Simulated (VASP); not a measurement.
# PtS2 (R3m) in VASP: further runs, part 2 of 2

VASP 6.6.1. Earlier steps stand in the parts before.

### Step 4. Single point, HSE06

Input file POSCAR:

```
PtS2
1.0
    1.7391392326      1.0040925041      5.0958703778
   -1.7391392326      1.0040925041      5.0958703778
    0.0000000000     -2.0081850081      5.0958703778
Pt S
1 2
Direct
   -0.0026256460     -0.0026256460     -0.0026256460
    0.4255983386      0.4255983386      0.4255983386
    0.2436939740      0.2436939740      0.2436939740
```

Input file INCAR.step1:

```
SYSTEM = PtS2
ALGO     = Normal         ! electronic algorithm
EDIFF    = 1E-5           ! SCF threshold, eV
ENCUT    = 520            ! plane-wave cutoff, eV
GGA      = PE             ! functional
ISIF     = 2              ! what is computed and relaxed
ISMEAR   = -1             ! smearing method
LASPH    = .TRUE.         ! aspherical terms in the spheres
LCHARG   = .FALSE.        ! write CHGCAR
LREAL    = .FALSE.        ! projectors in reciprocal space
LWAVE    = .TRUE.         ! write WAVECAR
NBANDS   = 18             ! bands
NELM     = 60             ! most SCF steps
PREC     = Accurate       ! precision mode
SIGMA    = 0.02           ! smearing width, eV
```

Input file INCAR.step2:

```
SYSTEM = PtS2
ALGO     = Normal         ! electronic algorithm
EDIFF    = 1E-7           ! SCF threshold, eV
ENCUT    = 520            ! plane-wave cutoff, eV
GGA      = PE             ! functional
HFSCREEN = 0.2079         ! screening, 1/A
ISIF     = 2              ! what is computed and relaxed
ISMEAR   = -1             ! smearing method
ISTART   = 1            
LASPH    = .TRUE.         ! aspherical terms in the spheres
LCHARG   = .FALSE.        ! write CHGCAR
LHFCALC  = .TRUE.         ! exact exchange
LREAL    = .FALSE.        ! projectors in reciprocal space
LWAVE    = .FALSE.        ! write WAVECAR
NBANDS   = 18             ! bands
NELM     = 60             ! most SCF steps
PREC     = Accurate       ! precision mode
PRECFOCK = Normal       
SIGMA    = 0.02           ! smearing width, eV
```

Input file KPOINTS:

```
k-points
0
G
  4 4 4
  0 0 0
```

Potentials or basis: VASP PAW PBE potentials, release 64 (Pt, S).

The run is started by

```sh
> cat potpaw_PBE.64/Pt/POTCAR potpaw_PBE.64/S/POTCAR > POTCAR
> cp INCAR.step1 INCAR
> mpirun -np 1 vasp_std > vasp.out
> cp INCAR.step2 INCAR
> mpirun -np 1 vasp_std > vasp.out
```

OUTCAR:

```text
SYSTEM = PtS2
   EDIFF = 1E-7
   ENCUT = 520
   GGA = PE
   HFSCREEN = 0.2079
   ISIF = 2
   ISMEAR = -1
   ISTART = 1
   LASPH = .TRUE.
   LHFCALC = .TRUE.
   LREAL = .FALSE.
   NELM = 60
   PREC = Accurate
   PRECFOCK = Normal

 ion  position               nearest neighbor table
   1  0.997  0.997  0.997-   3 2.41   3 2.41   3 2.41   2 2.48   2 2.48   2 2.48
   2  0.426  0.426  0.426-   1 2.48   1 2.48   1 2.48   3 2.78
   3  0.244  0.244  0.244-   1 2.41   1 2.41   1 2.41   2 2.78
[... 464 lines left out ...]

  FORCE on cell =-STRESS in cart. coord.  units (eV):
  Direction    XX          YY          ZZ          XY          YZ          ZX
  --------------------------------------------------------------------------------------
  -------------------------------------------------------------------------------------
  Total       -0.3361839     -0.3361839     -0.7485920      0.0000000     -0.0000000      0.0000000
  in kB      -10.0881082    -10.0881082    -22.4635338      0.0000000     -0.0000000      0.0000000
  external PRESSURE =     -14.2132501 kB  Pullay stress =       0.0000000 kB

 VOLUME and BASIS-vectors are now :
 -----------------------------------------------------------------------------
  energy-cutoff  :      520.00
  volume of cell :       53.39
      direct lattice vectors                 reciprocal lattice vectors
     1.739139233  1.004092504  5.095870378     0.287498546  0.165987363  0.065412444
    -1.739139233  1.004092504  5.095870378    -0.287498546  0.165987363  0.065412444
     0.000000000 -2.008185008  5.095870378     0.000000000 -0.331974725  0.065412444

 POSITION                                       TOTAL-FORCE (eV/Angst)
 -----------------------------------------------------------------------------------
      0.00000      0.00000     15.24747         0.000000     -0.000000     -0.212283
      0.00000      0.00000      6.50638         0.000000     -0.000000     -0.295589
      0.00000      0.00000      3.72550         0.000000      0.000000      0.507872
 -----------------------------------------------------------------------------------
    total drift:                                0.000001      0.000001     -0.000208

  FREE ENERGIE OF THE ION-ELECTRON SYSTEM (eV)
  ---------------------------------------------------
  free  energy   TOTEN  =       -16.5854947176 eV

  energy  without entropy=      -16.5836487970  energy(sigma->0) =      -16.58457176
```

OUTCAR.step1:

```text
SYSTEM = PtS2
   EDIFF = 1E-5
   ENCUT = 520
   GGA = PE
   ISIF = 2
   ISMEAR = -1
   LASPH = .TRUE.
[... 484 lines left out ...]
      0.00000      0.00000     15.24747         0.000000     -0.000000     -0.023253
      0.00000      0.00000      6.50638         0.000000      0.000000      0.249263
      0.00000      0.00000      3.72550         0.000000     -0.000000     -0.226010
 -----------------------------------------------------------------------------------
    total drift:                               -0.000000      0.000000     -0.000075

  FREE ENERGIE OF THE ION-ELECTRON SYSTEM (eV)
  ---------------------------------------------------
  free  energy   TOTEN  =       -13.7635069499 eV

  energy  without entropy=      -13.7617439079  energy(sigma->0) =      -13.76262543
```

OSZICAR.step1:

```text
N       E                     dE             d eps       ncg     rms          rms(c)
DAV:   1     0.115858399877E+03    0.11586E+03   -0.10560E+04   468   0.110E+03
DAV:   2    -0.892491133647E+01   -0.12478E+03   -0.12109E+03   584   0.223E+02
DAV:   3    -0.146642715445E+02   -0.57394E+01   -0.56953E+01   590   0.481E+01
DAV:   4    -0.147252548106E+02   -0.60983E-01   -0.60942E-01   592   0.561E+00
DAV:   5    -0.147261231240E+02   -0.86831E-03   -0.86827E-03   588   0.655E-01    0.191E+01
DAV:   6    -0.142349357661E+02    0.49119E+00   -0.77035E+00   480   0.226E+01    0.146E+01
DAV:   7    -0.137848720147E+02    0.45006E+00   -0.20055E+00   474   0.128E+01    0.728E+00
DAV:   8    -0.137787613049E+02    0.61107E-02   -0.24020E-01   566   0.265E+00    0.162E+00
DAV:   9    -0.137643316436E+02    0.14430E-01   -0.54989E-02   570   0.157E+00    0.490E-01
DAV:  10    -0.137634962517E+02    0.83539E-03   -0.71772E-03   516   0.610E-01    0.181E-01
DAV:  11    -0.137635058356E+02   -0.95839E-05   -0.65364E-04   582   0.158E-01    0.938E-02
DAV:  12    -0.137635016083E+02    0.42273E-05   -0.10143E-04   588   0.764E-02    0.260E-02
DAV:  13    -0.137635069499E+02   -0.53416E-05   -0.21154E-05   370   0.296E-02
   1 F= -.13763507E+02 E0= -.13762625E+02  d E =-.176304E-02
```

Run time: 28 min. Hardware: 1 thread of Intel Xeon 6975P-C (Granite Rapids), shared host; peak memory 0.36 GiB.

What came out:

* Free energy: -16.5855 eV
* Pressure: -1.4 GPa
* Largest force: 0.508 eV/Å
* Band gap on the k mesh: zero (band 11 reaches 7.75 eV, above the bottom of band 12 at 7.27 eV)

Forces on the atoms (eV/Å):
```
Pt   0.000  0.000 -0.212
S    0.000  0.000 -0.296
S    0.000  0.000  0.508
```

Stress tensor (GPa, compression positive):
```
-1.01  0.00  0.00
 0.00 -1.01  0.00
 0.00  0.00 -2.25
```

Caveat: the k points lie up to 0.53 Å⁻¹ apart; the PAW data sets were made with another functional, which shifts forces and pressure a little; spin-orbit coupling is left out, which moves the levels of the heavy elements.

### Step 5. The runs side by side

```csv
level,k mesh,smearing,grid for exact exchange (PRECFOCK),screening parameter,gap on the mesh (eV),pressure (GPa),largest force (eV/Å)
r2SCAN,6 × 6 × 6,fermi-dirac 0.02 eV,-,-,none,1.2,0.05
r2SCAN,6 × 6 × 6,methfessel-paxton 0.5 eV,-,-,none,1.3,0.07
HSE06,4 × 4 × 4,fermi-dirac 0.02 eV,Normal,0.2079 1/Å,none,-1.4,0.51
```

Alike in all rows: task single point; potentials or basis VASP PAW PBE potentials, release 64 (Pt, S); no spin polarisation; cell as given; cutoff (eV) 520.

Caveats: some runs use coarse meshes; the PAW data sets were made with another functional, which shifts forces and pressure a little; spin-orbit coupling is left out, which moves the levels of the heavy elements.

Total energies depend on the potentials used, so only differences within one code and one set of settings carry meaning.
